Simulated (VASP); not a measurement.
# F (Pm-3m) in VASP: further runs, part 2 of 2

VASP 6.6.1.

## (3) Single point, PBE

The input, INCAR:

```
SYSTEM = F
  PREC = Accurate
  ENCUT = 520
  EDIFF = 1E-7
  ISMEAR = -1
  SIGMA = 0.06122561905347299
  LREAL = .FALSE.
  LASPH = .TRUE.
  NELM = 80
  ALGO = Normal
  ISIF = 2
  LWAVE = .FALSE.
  LCHARG = .FALSE.
  GGA = PE
  NBANDS = 10
```

The input, KPOINTS:

```
regular mesh
0
G
  25 25 25
  0 0 0
```

The input, POSCAR:

```
F
1.0
    2.2057281443      0.0000000000      0.0000000000
    0.0000000000      2.2057281443      0.0000000000
    0.0000000000      0.0000000000      2.2057281443
F
1
Direct
    0.0000000000      0.0000000000      0.0000000000
```

Potentials or basis: VASP PAW PBE potentials, release 64 (F).

The run is started by

```
> cat potpaw_PBE.64/F/POTCAR > POTCAR
> mpirun -np 1 vasp_std > vasp.out
```

OUTCAR:

```text
SYSTEM = F
   PREC = Accurate
   ENCUT = 520
   EDIFF = 1E-7
   ISMEAR = -1
   LREAL = .FALSE.
   LASPH = .TRUE.
   NELM = 80
   ISIF = 2
   GGA = PE

 ion  position               nearest neighbor table
   1  0.000  0.000  0.000-

  LATTYP: Found a simple cubic cell.
 ALAT       =     2.2057281443

  Lattice vectors:

 A1 = (   2.2057281443,   0.0000000000,   0.0000000000)
 A2 = (   0.0000000000,   2.2057281443,   0.0000000000)
 A3 = (   0.0000000000,   0.0000000000,   2.2057281443)

Analysis of symmetry for initial positions (statically):
=====================================================================
 Subroutine PRICEL returns:
 Original cell was already a primitive cell.

 Routine SETGRP: Setting up the symmetry group for a
 simple cubic supercell.

 Subroutine GETGRP returns: Found 48 space group operations
 (whereof 48 operations were pure point group operations)
 out of a pool of 48 trial point group operations.

The static configuration has the point symmetry O_h .

Analysis of symmetry for dynamics (positions and initial velocities):
[... 162 lines left out ...]

 k-point     1 :       0.0000    0.0000    0.0000
  band No.  band energies     occupation
      1     -25.6405      2.00000
      2      -3.5129      1.68005
      3      -3.5129      1.68005
      4      -3.5129      1.68005
      5       9.0209      0.00000
      6      24.9124      0.00000
      7      24.9124      0.00000
      8      36.1968      0.00000
      9      36.1968      0.00000
     10      36.1968      0.00000
[... 287 lines left out ...]
 k-point    24 :       0.4400    0.0400    0.0000
  band No.  band energies     occupation
      1     -24.4728      2.00000
      2      -7.8951      2.00000
      3      -3.1656      0.03549
      4      -3.0946      0.01127
      5      14.6761      0.00000
      6      18.3446      0.00000
      7      29.4512      0.00000
      8      32.9372      0.00000
      9      33.6380      0.00000
     10      37.7085      0.00000

 [... further k-points ...]

------------------------ aborting loop because EDIFF is reached ----------------------------------------

  FORCE on cell =-STRESS in cart. coord.  units (eV):
  Direction    XX          YY          ZZ          XY          YZ          ZX
  --------------------------------------------------------------------------------------
  -------------------------------------------------------------------------------------
  Total       -0.1234083     -0.1234083     -0.1234083     -0.0000000      0.0000000     -0.0000000
  in kB      -18.4246455    -18.4246455    -18.4246455     -0.0000000      0.0000000     -0.0000000
  external PRESSURE =     -18.4246455 kB  Pullay stress =       0.0000000 kB

 VOLUME and BASIS-vectors are now :
 -----------------------------------------------------------------------------
  energy-cutoff  :      520.00
  volume of cell :       10.73
      direct lattice vectors                 reciprocal lattice vectors
     2.205728144  0.000000000  0.000000000     0.453365027  0.000000000  0.000000000
     0.000000000  2.205728144  0.000000000     0.000000000  0.453365027  0.000000000
     0.000000000  0.000000000  2.205728144     0.000000000  0.000000000  0.453365027

 POSITION                                       TOTAL-FORCE (eV/Angst)
 -----------------------------------------------------------------------------------
      0.00000      0.00000      0.00000         0.000000      0.000000      0.000000
 -----------------------------------------------------------------------------------
    total drift:                               -0.000000     -0.000000      0.000000

  FREE ENERGIE OF THE ION-ELECTRON SYSTEM (eV)
  ---------------------------------------------------
  free  energy   TOTEN  =        -1.0520210639 eV

  energy  without entropy=       -1.0286211294  energy(sigma->0) =       -1.04032110
```

OSZICAR:

```text
N       E                     dE             d eps       ncg     rms          rms(c)
DAV:   1     0.134369283839E+02    0.13437E+02   -0.36642E+03  9734   0.604E+02
DAV:   2    -0.926083275004E+00   -0.14363E+02   -0.14011E+02 10356   0.117E+02
DAV:   3    -0.105077524535E+01   -0.12469E+00   -0.12301E+00 10662   0.893E+00
DAV:   4    -0.105089490518E+01   -0.11966E-03   -0.11966E-03  9842   0.346E-01
DAV:   5    -0.105089511376E+01   -0.20858E-06   -0.20874E-06 10280   0.130E-02    0.176E-01
DAV:   6    -0.105150847013E+01   -0.61336E-03   -0.45952E-04 10238   0.158E-01    0.103E-01
DAV:   7    -0.105193733901E+01   -0.42887E-03   -0.17963E-04 10230   0.104E-01    0.374E-02
DAV:   8    -0.105202041969E+01   -0.83081E-04   -0.51413E-05 10042   0.607E-02    0.415E-03
DAV:   9    -0.105202109316E+01   -0.67346E-06   -0.11241E-06 10176   0.960E-03    0.511E-04
DAV:  10    -0.105202106390E+01    0.29251E-07   -0.21996E-08  9970   0.110E-03
   1 F= -.10520211E+01 E0= -.10403211E+01  d E =-.233999E-01
```

stdout:

```text
POSCAR found type information on POSCAR F
 POSCAR found :  1 types and       1 ions
 scaLAPACK will be used
 LDA part: xc-table for (Slater+PW92), standard interpolation
 POSCAR, INCAR and KPOINTS ok, starting setup
 FFT: planning ... GRIDC
 FFT: planning ... GRID_SOFT
 FFT: planning ... GRID
 WAVECAR not read
 entering main loop
```

Wall time 6.8 s (1 thread of Intel Xeon 6975P-C (Granite Rapids), shared host); peak memory 0.14 GiB.

Results:

| Item | Value |
| --- | --- |
| Free energy | -1.0520 eV |
| Pressure | -1.8 GPa |
| Band gap on the k mesh | zero (an odd number of electrons rules out a gap without spin polarisation) |

Levels at points of the mesh, in eV from the Fermi level:
```tsv
k point	band 2	band 3	band 4	band 5	band 6	band 7
(0.00, 0.00, 0.00)	-0.10	-0.10	-0.10	12.43	28.32	28.32
```

Caveat: an odd number of electrons without spin polarisation forces a metal; a magnetic or distorted state may lie lower.

## (4) Single point, PBE

This run uses another cell than the first one, of 10.94 Å³/atom.

The input, INCAR:

```
SYSTEM = F
  ALGO = Normal
  EDIFF = 1E-6
  ENCUT = 520
  GGA = PE
  ISIF = 2
  ISMEAR = -1
  LASPH = .True.
  LCHARG = .False.
  LREAL = .False.
  LWAVE = .False.
  NBANDS = 10
  NELM = 60
  PREC = Accurate
  SIGMA = 0.06122561905347299
```

The input, KPOINTS:

```
k-points
0
Gamma
  25 25 25
  0 0 0
```

The input, POSCAR:

```
F
1.0
    2.2200514557      0.0000000000      0.0000000000
    0.0000000000      2.2200514557      0.0000000000
    0.0000000000      0.0000000000      2.2200514557
F
1
Direct
    0.0000000000      0.0000000000      0.0000000000
```

The run is started by

```
> cat potpaw_PBE.64/F/POTCAR > POTCAR
> mpirun -np 1 vasp_std > vasp.out
```

Wall time 13 s (1 thread of Intel Xeon 6975P-C (Granite Rapids), shared host); peak memory 0.14 GiB.

The run converged. Its results:

```
Free energy            : -1.0498 eV
Pressure               : -2.8 GPa
Band gap on the k mesh : zero (an odd number of electrons rules out a gap without spin polarisation)
```

Levels at points of the mesh, in eV from the Fermi level:
| k point | band 2 | band 3 | band 4 | band 5 | band 6 | band 7 |
| --- | --- | --- | --- | --- | --- | --- |
| (0.00, 0.00, 0.00) | -0.10 | -0.10 | -0.10 | 12.33 | 28.18 | 28.18 |

Caveat: an odd number of electrons without spin polarisation forces a metal; a magnetic or distorted state may lie lower.

## (5) Single point, PBE

This run uses another cell than the first one, of 11.15 Å³/atom.

The input, INCAR:

```
PREC     = Accurate       # precision mode
ENCUT    = 520            # plane-wave cutoff, eV
EDIFF    = 1E-6           # SCF threshold, eV
ISMEAR   = -1             # smearing method
SIGMA    = 0.06122561905347299 # smearing width, eV
LREAL    = False          # projectors in reciprocal space
LASPH    = True           # aspherical terms in the spheres
NELM     = 80             # most SCF steps
ALGO     = Normal         # electronic algorithm
ISIF     = 2              # what is computed and relaxed
LWAVE    = False          # write WAVECAR
LCHARG   = True           # write CHGCAR
GGA      = PE             # functional
LELF     = True           # ELF
LVHAR    = True         
NBANDS   = 10             # bands
```

The input, KPOINTS:

```
Automatic mesh
0
Gamma
  25 25 25
```

The input, POSCAR:

```
F
1.0
    2.2341922921      0.0000000000      0.0000000000
    0.0000000000      2.2341922921      0.0000000000
    0.0000000000      0.0000000000      2.2341922921
F
1
Direct
    0.0000000000      0.0000000000      0.0000000000
```

Potentials or basis: VASP PAW PBE potentials, release 64 (F).

The run is started by

```
> cat potpaw_PBE.64/F/POTCAR > POTCAR
> mpirun -np 1 vasp_std > vasp.out
```

OUTCAR:

```text
PREC = Accurate
   ENCUT = 520
   EDIFF = 1E-6
   ISMEAR = -1
   LREAL = False
   LASPH = True
   NELM = 80
   ISIF = 2
   GGA = PE

 ion  position               nearest neighbor table
   1  0.000  0.000  0.000-

  LATTYP: Found a simple cubic cell.
 ALAT       =     2.2341922921

  Lattice vectors:

 A1 = (   2.2341922921,   0.0000000000,   0.0000000000)
 A2 = (   0.0000000000,   2.2341922921,   0.0000000000)
 A3 = (   0.0000000000,   0.0000000000,   2.2341922921)

Analysis of symmetry for initial positions (statically):
=====================================================================
 Subroutine PRICEL returns:
 Original cell was already a primitive cell.

 Routine SETGRP: Setting up the symmetry group for a
 simple cubic supercell.

 Subroutine GETGRP returns: Found 48 space group operations
 (whereof 48 operations were pure point group operations)
 out of a pool of 48 trial point group operations.

[... 163 lines left out ...]
 cond. band min:      -3.7585392443   @ k =   0.1600   0.0400   0.0000
 fundamental gap:      0.0058819720
 Fermi energy:        -3.7615744899

 k-point     1 :       0.0000    0.0000    0.0000
  band No.  band energies     occupation
      1     -25.7474      2.00000
      2      -3.8555      1.64536
      3      -3.8555      1.64536
      4      -3.8555      1.64536
      5       8.4670      0.00000
      6      24.2858      0.00000
      7      24.2858      0.00000
      8      35.1153      0.00000
      9      35.1153      0.00000
     10      35.1153      0.00000
[... 287 lines left out ...]
 k-point    24 :       0.4400    0.0400    0.0000
  band No.  band energies     occupation
      1     -24.6742      2.00000
      2      -7.9833      2.00000
      3      -3.5301      0.04459
      4      -3.4631      0.01516
      5      14.0481      0.00000
      6      17.6117      0.00000
      7      28.7092      0.00000
      8      32.0918      0.00000
      9      32.7780      0.00000
     10      36.7481      0.00000

 [... further k-points ...]

------------------------ aborting loop because EDIFF is reached ----------------------------------------

  FORCE on cell =-STRESS in cart. coord.  units (eV):
  Direction    XX          YY          ZZ          XY          YZ          ZX
  --------------------------------------------------------------------------------------
  -------------------------------------------------------------------------------------
  Total       -0.2585247     -0.2585247     -0.2585247     -0.0000000     -0.0000000      0.0000000
  in kB      -37.1407705    -37.1407705    -37.1407705     -0.0000000     -0.0000000      0.0000000
  external PRESSURE =     -37.1407705 kB  Pullay stress =       0.0000000 kB

 VOLUME and BASIS-vectors are now :
 -----------------------------------------------------------------------------
  energy-cutoff  :      520.00
  volume of cell :       11.15
      direct lattice vectors                 reciprocal lattice vectors
     2.234192292  0.000000000  0.000000000     0.447589048  0.000000000  0.000000000
     0.000000000  2.234192292  0.000000000     0.000000000  0.447589048  0.000000000
     0.000000000  0.000000000  2.234192292     0.000000000  0.000000000  0.447589048

 POSITION                                       TOTAL-FORCE (eV/Angst)
 -----------------------------------------------------------------------------------
      0.00000      0.00000      0.00000         0.000000      0.000000      0.000000
 -----------------------------------------------------------------------------------
    total drift:                                0.000000      0.000000      0.000000

  FREE ENERGIE OF THE ION-ELECTRON SYSTEM (eV)
  ---------------------------------------------------
  free  energy   TOTEN  =        -1.0463971224 eV

  energy  without entropy=       -1.0216086857  energy(sigma->0) =       -1.03400290
```

OSZICAR:

```text
N       E                     dE             d eps       ncg     rms          rms(c)
DAV:   1     0.136185810863E+02    0.13619E+02   -0.36503E+03  9728   0.598E+02
DAV:   2    -0.914348638037E+00   -0.14533E+02   -0.14171E+02 10296   0.118E+02
DAV:   3    -0.104545999931E+01   -0.13111E+00   -0.12981E+00 10558   0.919E+00
DAV:   4    -0.104557994323E+01   -0.11994E-03   -0.11994E-03  9904   0.359E-01
DAV:   5    -0.104558016320E+01   -0.21997E-06   -0.22019E-06 10198   0.137E-02    0.192E-01
DAV:   6    -0.104592776511E+01   -0.34760E-03   -0.11171E-03 10236   0.244E-01    0.101E-01
DAV:   7    -0.104627300781E+01   -0.34524E-03   -0.18369E-04 10268   0.103E-01    0.481E-02
DAV:   8    -0.104639653404E+01   -0.12353E-03   -0.71620E-05  9982   0.718E-02    0.387E-03
DAV:   9    -0.104639712235E+01   -0.58832E-06   -0.85178E-07 10276   0.863E-03
   1 F= -.10463971E+01 E0= -.10340029E+01  d E =-.247884E-01
```

Run time: 12 s. Hardware: 1 thread of Intel Xeon 6975P-C (Granite Rapids), shared host; peak memory 0.15 GiB.

Results:

* Free energy: -1.0464 eV
* Pressure: -3.7 GPa
* Band gap on the k mesh: zero (an odd number of electrons rules out a gap without spin polarisation)

Levels at points of the mesh, in eV from the Fermi level:
```
           k point  band 1  band 2  band 3  band 4  band 5  band 6  band 7  band 8  band 9
(0.00, 0.00, 0.00)  -21.99   -0.09   -0.09   -0.09   12.23   28.05   28.05   38.88   38.88
```

Caveat: the cell stands under tension; an odd number of electrons without spin polarisation forces a metal; a magnetic or distorted state may lie lower.

## (6) Single point, PBE

This run uses another cell than the first one, of 9.89 Å³/atom.

The input, INCAR:

```
SYSTEM = F
PREC = Accurate
ENCUT = 520
EDIFF = 1E-7
ISMEAR = -1
SIGMA = 0.06122561905347299
LREAL = .FALSE.
LASPH = .TRUE.
NELM = 80
ALGO = Normal
ISIF = 2
LWAVE = .FALSE.
LCHARG = .FALSE.
GGA = PE
NBANDS = 10
```

The input, KPOINTS:

```
Automatic mesh
0
G
  49 49 49
  0 0 0
```

The input, POSCAR:

```
F
1.0
    2.1464851024      0.0000000000      0.0000000000
    0.0000000000      2.1464851024      0.0000000000
    0.0000000000      0.0000000000      2.1464851024
F
1
Direct
    0.0000000000      0.0000000000      0.0000000000
```

Potentials or basis: VASP PAW PBE potentials, release 64 (F).

The run is started by

```
> cat potpaw_PBE.64/F/POTCAR > POTCAR
> mpirun -np 1 vasp_std > vasp.out
```

Run time: 38 s. Hardware: 1 thread of Intel Xeon 6975P-C (Granite Rapids), shared host; peak memory 0.33 GiB.

Results (log left out):

| Quantity | Value |
| --- | --- |
| Free energy | -1.0443 eV |
| Pressure | 3.8 GPa |
| Band gap on the k mesh | zero (an odd number of electrons rules out a gap without spin polarisation) |

Levels at points of the mesh, in eV from the Fermi level:
```tsv
k point	band 2	band 3	band 4	band 5	band 6	band 7
(0.00, 0.00, 0.00)	-0.12	-0.12	-0.12	12.90	28.91	28.91
```

Caveat: the cell stands under pressure; an odd number of electrons without spin polarisation forces a metal; a magnetic or distorted state may lie lower.

## (7) The runs side by side

```tsv
cell	k mesh	gap on the mesh (eV)	pressure (GPa)
a = 2.206 Å, 1 atom	25 × 25 × 25	none	-1.8
a = 2.220 Å, 1 atom	25 × 25 × 25	none	-2.8
a = 2.234 Å, 1 atom	25 × 25 × 25	none	-3.7
a = 2.146 Å, 1 atom	49 × 49 × 49	none	3.8
```

Alike in all rows: task single point; level PBE; potentials or basis VASP PAW PBE potentials, release 64 (F); no spin polarisation; cutoff (eV) 520; smearing fermi-dirac 0.0612256 eV.

Caveats: an odd number of electrons without spin polarisation forces a metal; a magnetic or distorted state may lie lower; the cell stands under tension (at least some runs); the cell stands under pressure (at least some runs).

Absolute energies hang on the potentials; compare differences alone.
